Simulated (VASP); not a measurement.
# Si2Mo (I4/mmm) in VASP: notebook

Aim: see how the results for Si2Mo move with the level of theory and the settings. Levels: PBE, PBEsol, LDA. Tasks: single point.

Everything below comes from runs of VASP 6.6.1. Logs are shortened: lines on timing, memory, paths and dates and some standing lists are left out, and cuts for length are marked.

## 1. The cell of the first run

Symmetry: I4/mmm, No. 139, tetragonal system. The conventional cell has a = 3.217 Å, b = 3.217 Å, c = 7.873 Å, α = 90.00°, β = 90.00°, γ = 90.00°. Within 3.4 Å of Si (site symmetry 4mm) lie 9 Si at 2.60 to 3.22 Å and 5 Mo at 2.62 to 2.64 Å. Mo (site symmetry 4/mmm) has 10 Si at 2.62 to 2.64 Å and 4 Mo at 3.22 Å within 3.5 Å.

## 2. Single point, PBE

INCAR

```
SYSTEM = Si2Mo
  ALGO = Normal
  EDIFF = 1E-6
  ENCUT = 520
  GGA = PE
  ISIF = 2
  ISMEAR = 0
  LASPH = .TRUE.
  LCHARG = .FALSE.
  LREAL = .FALSE.
  LWAVE = .FALSE.
  NBANDS = 18
  NELM = 80
  PREC = Accurate
  SIGMA = 0.05
```

KPOINTS

```
k-points
0
G
  14 14 14
  0 0 0
```

POSCAR

```
Si2Mo
1.0
   -1.6085189520      1.6085189520      3.9365666220
    1.6085189520     -1.6085189520      3.9365666220
    1.6085189520      1.6085189520     -3.9365666220
Si Mo
2 1
Direct
    0.3351149525      0.3351149525      0.0000000000
    0.6648850475      0.6648850475      0.0000000000
    0.0000000000      0.0000000000      0.0000000000
```

Potentials or basis: VASP PAW PBE potentials, release 64 (Si, Mo_sv).

Launch:

```
> cat potpaw_PBE.64/Si/POTCAR potpaw_PBE.64/Mo_sv/POTCAR > POTCAR
> mpirun -np 1 vasp_std > vasp.out
```

OUTCAR:

```text
SYSTEM = Si2Mo
   EDIFF = 1E-6
   ENCUT = 520
   GGA = PE
   ISIF = 2
   ISMEAR = 0
   LASPH = .TRUE.
   LREAL = .FALSE.
   NELM = 80
   PREC = Accurate

 ion  position               nearest neighbor table
   1  0.335  0.335  0.000-   2 2.60   3 2.62   3 2.62   3 2.62   3 2.62   3 2.64   2 2.64   2 2.64
                             2 2.64   2 2.64
   2  0.665  0.665  0.000-   1 2.60   3 2.62   3 2.62   3 2.62   3 2.62   3 2.64   1 2.64   1 2.64
                             1 2.64   1 2.64
   3  0.000  0.000  0.000-   2 2.62   1 2.62   2 2.62   1 2.62   2 2.62   1 2.62   1 2.62   2 2.62
                             1 2.64   2 2.64

  LATTYP: Found a body centered tetragonal cell.
 ALAT       =     3.2170379040
 C/A-ratio  =     2.4473237428

  Lattice vectors:

 A1 = (  -1.6085189520,   1.6085189520,   3.9365666220)
 A2 = (   1.6085189520,  -1.6085189520,   3.9365666220)
 A3 = (   1.6085189520,   1.6085189520,  -3.9365666220)

Analysis of symmetry for initial positions (statically):
=====================================================================
 Subroutine PRICEL returns:
 Original cell was already a primitive cell.

 Routine SETGRP: Setting up the symmetry group for a
 body centered tetragonal supercell.

 Subroutine GETGRP returns: Found 16 space group operations
 (whereof 16 operations were pure point group operations)
 out of a pool of 16 trial point group operations.

The static configuration has the point symmetry D_4h.

Analysis of symmetry for dynamics (positions and initial velocities):
=====================================================================
 Subroutine PRICEL returns:
 Original cell was already a primitive cell.

 Routine SETGRP: Setting up the symmetry group for a
 body centered tetragonal supercell.

 Subroutine GETGRP returns: Found 16 space group operations
 (whereof 16 operations were pure point group operations)
 out of a pool of 16 trial point group operations.

The dynamic configuration has the point symmetry D_4h.

 Subroutine INISYM returns: Found 16 space group operations
 (whereof 16 operations are pure point group operations),
 and found     1 'primitive' translations

----------------------------------------------------------------------------------------

                                     Primitive cell

  volume of cell :      40.7408

  direct lattice vectors                    reciprocal lattice vectors
    -1.608518952  1.608518952  3.936566622     0.000000000  0.310844954  0.127014236
     1.608518952 -1.608518952  3.936566622     0.310844954  0.000000000  0.127014236
     1.608518952  1.608518952 -3.936566622     0.310844954  0.310844954  0.000000000

  length of vectors
     4.546561691  4.546561691  4.546561691     0.335793391  0.335793391  0.439601150

  position of ions in fractional coordinates (direct lattice)
     0.335114952  0.335114952  0.000000000
     0.664885048  0.664885048  0.000000000
     0.000000000  0.000000000  0.000000000

  ion indices of the primitive-cell ions
   primitive index   ion index
                 1           1
                 2           2
                 3           3

----------------------------------------------------------------------------------------

 KPOINTS: k-points

Automatic generation of k-mesh.
 Grid dimensions read from file:
 generate k-points for:   14   14   14

 Generating k-lattice:

  Cartesian coordinates                     Fractional coordinates (reciprocal lattice)
     0.000000000  0.022203211  0.009072445     0.071428571  0.000000000  0.000000000
     0.022203211  0.000000000  0.009072445     0.000000000  0.071428571  0.000000000
     0.022203211  0.022203211  0.000000000     0.000000000  0.000000000  0.071428571

  Length of vectors
     0.023985242  0.023985242  0.031400082

  Shift w.r.t. Gamma in fractional coordinates (k-lattice)
     0.000000000  0.000000000  0.000000000

 Subroutine IBZKPT returns following result:
 ===========================================

 Found    244 irreducible k-points:

 Following reciprocal coordinates:
            Coordinates               Weight
  0.000000  0.000000  0.000000      1.000000
  0.071429  0.000000 -0.000000      8.000000
  0.142857  0.000000 -0.000000      8.000000
  0.214286  0.000000  0.000000      8.000000
  0.285714  0.000000 -0.000000      8.000000
  0.357143  0.000000  0.000000      8.000000
[... 16 lines left out ...]
  0.214286  0.142857  0.000000     16.000000
  0.285714  0.142857  0.000000     16.000000
 [... further k-points ...]
   k-points           NKPTS =    244   k-points in BZ     NKDIM =    244   number of bands    NBANDS=     18
   number of dos      NEDOS =    301   number of ions     NIONS =      3
   total plane-waves  NPLWV =  46656
   dimension x,y,z NGX =    36 NGY =   36 NGZ =   36
   dimension x,y,z NGXF=    72 NGYF=   72 NGZF=   72
   ions per type =               2   1
   NGX,Y,Z   is equivalent  to a cutoff of  13.16, 13.16, 13.16 a.u.
   NGXF,Y,Z  is equivalent  to a cutoff of  26.33, 26.33, 26.33 a.u.
 SYSTEM =  Si2Mo
   PREC   = accura    normal or accurate (medium, high low for compatibility)
   ISTART =      0    job   : 0-new  1-cont  2-samecut
   ICHARG =      2    charge: 1-file 2-atom 10-const
   ISPIN  =      1    spin polarized calculation?
   LNONCOLLINEAR =      F non collinear calculations
   LSORBIT =      F    spin-orbit coupling
   LASPH  =      T    aspherical Exc in radial PAW
   ENCUT  =  520.0 eV  38.22 Ry    6.18 a.u.   8.45  8.45  8.45*2*pi/ulx,y,z
   NELM   =     80;   NELMIN=  2; NELMDL= -5     # of ELM steps
   EDIFF  = 0.1E-05   stopping-criterion for ELM
   LREAL  =      F    real-space projection
   EDIFFG = 0.1E-04   stopping-criterion for IOM
   NSW    =      0    number of steps for IOM
   IBRION =     -1    ionic relax: 0-MD 1-quasi-New 2-CG
   NFREE  =      0    steps in history (QN), initial steepest desc. (CG)
   ISIF   =      2    stress and relaxation
   ISYM   =      2    0-nonsym 1-usesym 2-fastsym
   POTIM  = 0.5000    time-step for ionic-motion
   TEBEG  =    0.0;   TEEND  =   0.0 temperature during run
   PSTRESS=    0.0 pullay stress
   NELECT =      22.0000    total number of electrons
   NUPDOWN=      -1.0000    fix difference up-down
   EMIN   =  10.00;   EMAX   =-10.00  energy-range for DOS
   EFERMI =   0.00;   METHOD = LEGACY
   ISMEAR =     0;   SIGMA  =   0.05  broadening in eV -4-tet -1-fermi 0-gaus
   EFERMI_NEDOS =   21; number of points for ismear=-14 and -15
   IALGO  =     38    algorithm
   IMIX   =      4    mixing-type and parameters
     AMIX     =   0.40;   BMIX     =  1.00
     AMIX_MAG =   1.60;   BMIX_MAG =  1.00
  volume/ion in A,a.u.               =      13.58        91.64
  Fermi-wavevector in a.u.,A,eV,Ry     =   1.333130  2.519250 24.180747  1.777235
  Thomas-Fermi vector in A             =   2.462012
   LORBIT       =      0    0 simple, 1 ext, 2 COOP (PROOUT), +10 PAW based schemes
   GGA     = PE    functional components
   LHFCALC =     F    Hartree Fock is set to
   AEXX    =    0.0000 exact exchange contribution
   IVDW    =     0    specifies the selected vdW correction
   LEPSILON=     F    determine dielectric tensor
   LRPA    =     F    only Hartree local field effects (RPA)
 non-spin polarized calculation
 Gauss-broadening in eV      SIGMA  =   0.05
  energy-cutoff  :      520.00
  volume of cell :       40.74
 maximum number of plane-waves:      1130
 NGX is ok and might be reduce to    36
   NGX = 17   NGY = 17   NGZ = 17

 number of electron      22.0000000 magnetization

 Free energy of the ion-electron system (eV)
  ---------------------------------------------------
  ext. energy  EPLUGINS =         0.00000000
  ---------------------------------------------------
  free energy    TOTEN  =       -23.26126976 eV

  energy without entropy =      -23.26074145  energy(sigma->0) =      -23.26100560

 E-fermi :  12.1165     XC(G=0): -12.3685

 val. band max:       12.1128615726   @ k =  -0.4286  -0.4286   0.3571
 cond. band min:      12.1246475590   @ k =  -0.4286  -0.4286   0.4286
 fundamental gap:      0.0117859864
 Fermi energy:        12.1164826930

 k-point     1 :       0.0000    0.0000    0.0000
  band No.  band energies     occupation
      1     -48.6659      2.00000
      2     -22.8066      2.00000
      3     -22.7406      2.00000
      4     -22.7406      2.00000
      5      -1.2500      2.00000
      6       5.7634      2.00000
[... 10 lines left out ...]
     17      17.1191      0.00000
     18      17.1191      0.00000

 k-point     2 :       0.0714    0.0000   -0.0000
  band No.  band energies     occupation
      1     -48.6651      2.00000
      2     -22.8057      2.00000
      3     -22.7528      2.00000
      4     -22.7395      2.00000
      5      -1.1582      2.00000
      6       5.7660      2.00000
[... 10 lines left out ...]
     17      17.1842      0.00000
     18      17.6929      0.00000

 k-point     3 :       0.1429    0.0000   -0.0000
  band No.  band energies     occupation
      1     -48.6627      2.00000
      2     -22.8032      2.00000
      3     -22.7869      2.00000
      4     -22.7363      2.00000
      5      -0.8861      2.00000
      6       5.7419      2.00000
[... 10 lines left out ...]
     17      17.5788      0.00000
     18      18.8649      0.00000

 k-point     4 :       0.2143    0.0000    0.0000
  band No.  band energies     occupation
      1     -48.6592      2.00000
      2     -22.8360      2.00000
      3     -22.7993      2.00000
      4     -22.7317      2.00000
      5      -0.4441      2.00000
      6       5.5699      2.00000
[... 375 lines left out ...]
      4     -22.7795      2.00000
      5      -0.4357      2.00000
      6       5.2992      2.00000
[... 10 lines left out ...]
     17      18.7465      0.00000
     18      19.2735      0.00000

 k-point    23 :       0.2143    0.1429    0.0000
  band No.  band energies     occupation
      1     -48.6560      2.00000
      2     -22.8310      2.00000
      3     -22.7974      2.00000
      4     -22.7767      2.00000
      5       0.0320      2.00000
      6       5.0825      2.00000
[... 10 lines left out ...]
     17      18.7630      0.00000
     18      20.2845      0.00000

 k-point    24 :       0.2857    0.1429    0.0000
  band No.  band energies     occupation
      1     -48.6522      2.00000
      2     -22.8840      2.00000
      3     -22.7930      2.00000
      4     -22.7711      2.00000
      5       0.6374      2.00000
      6       4.7601      2.00000
[... 10 lines left out ...]
     17      19.2885      0.00000
     18      20.3831      0.00000

 [... further k-points ...]
[... 5 lines left out ...]
  --------------------------------------------------------------------------------------
  -------------------------------------------------------------------------------------
  Total        0.0414899      0.0414899      0.0318304      0.0000000     -0.0000000      0.0000000
  in kB        1.6316344      1.6316344      1.2517633      0.0000000     -0.0000000      0.0000000
  external PRESSURE =       1.5050107 kB  Pullay stress =       0.0000000 kB

 VOLUME and BASIS-vectors are now :
 -----------------------------------------------------------------------------
  energy-cutoff  :      520.00
  volume of cell :       40.74
      direct lattice vectors                 reciprocal lattice vectors
    -1.608518952  1.608518952  3.936566622     0.000000000  0.310844954  0.127014236
     1.608518952 -1.608518952  3.936566622     0.310844954  0.000000000  0.127014236
     1.608518952  1.608518952 -3.936566622     0.310844954  0.310844954  0.000000000

 POSITION                                       TOTAL-FORCE (eV/Angst)
 -----------------------------------------------------------------------------------
      0.00000      0.00000      2.63840         0.000000      0.000000     -0.004002
      0.00000      0.00000      5.23473        -0.000000     -0.000000      0.004002
      0.00000      0.00000      0.00000        -0.000000     -0.000000      0.000000
 -----------------------------------------------------------------------------------
    total drift:                               -0.000000      0.000000     -0.000000

  FREE ENERGIE OF THE ION-ELECTRON SYSTEM (eV)
  ---------------------------------------------------
  free  energy   TOTEN  =       -23.2612697600 eV

  energy  without entropy=      -23.2607414465  energy(sigma->0) =      -23.26100560
```

It took 4.1 min on 1 thread of Intel Xeon Platinum 8259CL at 2.50GHz (Skylake/Cascade Lake), shared host; peak memory 0.33 GiB.

What came out:

```
Free energy            : -23.2613 eV
Pressure               : 0.2 GPa
Largest force          : 0.004 eV/Å
Band gap on the k mesh : zero (band 11 reaches 12.53 eV, above the bottom of band 12 at 11.59 eV)
```

Forces in eV/Å, atoms in the order of the input:
```
Si   0.000  0.000 -0.004
Si   0.000  0.000  0.004
Mo   0.000  0.000  0.000
```

(Continued in part 2 of 2.)
